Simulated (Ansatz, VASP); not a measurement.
One calculation of Ni, two programs

```xyz
2
Lattice="0.0000 2.4733 2.4733 2.4733 0.0000 2.4733 2.4733 2.4733 0.0000" Properties=species:S:1:pos:R:3 pbc="T T T"
Ni    0.6183    0.6183    0.6183
Ni    4.3283    4.3283    4.3283
```

Alike in both runs: task single point; functional r2SCAN; k mesh 12 × 12 × 12; occupations fermi-dirac, width 0.1 eV; no spin polarisation.

|  | VASP | Ansatz |
| --- | --- | --- |
| version | VASP 6.6.1 | Ansatz 0.2.0 |
| potentials or method | VASP PAW PBE potentials, release 64 (Ni), cutoff 520 eV | plane waves (500 eV) with PAW, scalar-relativistic |
| valence electrons in the cell | 20 | 36 |

Ansatz gave:

```
pressure (GPa) : 4.7
```

**Question.** Which values does VASP return?

**Answer.** Pressure (GPa): 4.8.

VASP's potentials were made for PBE, not for r2SCAN. VASP's potentials hold 20 valence electrons a cell and Ansatz's 36, so a difference there can come from the potentials and not from the codes.
